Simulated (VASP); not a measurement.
Wanted: the native input for a VASP 6.6.1 run.

- Task: relaxation of cell and atoms
- Functional: LDA
- Potentials or basis: VASP PAW LDA potentials, release 64 (Se)
- Cutoff: 600 eV
- k mesh: 11 × 11 × 11
- Occupations: fermi-dirac, width 0.1 eV
- Spin: no spin polarisation
- Dipole correction: no
- Further INCAR settings: ALGO = Normal; EDIFF = 1e-06; IBRION = 2; EDIFFG = -0.01; NSW = 80; ISIF = 3

The structure of Se lies in POSCAR:

```
Se
1.0
    2.8664900032      0.0000000000      0.0000000000
    0.0000000000      2.8664900032      0.0000000000
    0.0000000000      0.0000000000      2.8664900032
Se
1
Direct
    0.0000000000      0.0000000000      0.0000000000
```

One way to write it, as run:

INCAR

```
  ALGO = Normal
  EDIFF = 1E-6
  EDIFFG = -0.01
  ENCUT = 600
  IBRION = 2
  ISIF = 3
  ISMEAR = -1
  LASPH = True
  LCHARG = False
  LREAL = False
  LWAVE = False
  NELM = 60
  NSW = 80
  PREC = Accurate
  SIGMA = 0.1
```

KPOINTS

```
k-points
0
Gamma
  11 11 11
```

Potentials or basis: VASP PAW LDA potentials, release 64 (Se).

Launch:

```console
$ cat potpaw_LDA.64/Se/POTCAR > POTCAR
$ mpirun -np 1 vasp_std > vasp.out
```

Results of the run:

```yaml
Relaxed_volume: 21.29 Å³/atom
Relaxed_cell: a = 2.771 Å, b = 2.771 Å, c = 2.771 Å, α = 90.00°, β = 90.00°, γ = 90.00°
Space_group_after_relaxing_to_0.05_Å: Pm-3m (No. 221)
Energy_gained_by_relaxing: 54.2 meV/atom
Ionic_steps: 3
Pressure_after_relaxing: 0.0 GPa
Band_gap_on_the_k_mesh: zero (band 3 reaches 8.47 eV, above the bottom of band 4 at 2.04 eV)
```

Run time: 6.6 s on 1 thread of Intel(R) Xeon(R) Platinum 8488C (Sapphire Rapids) (shared host), peak memory 0.13 GiB.
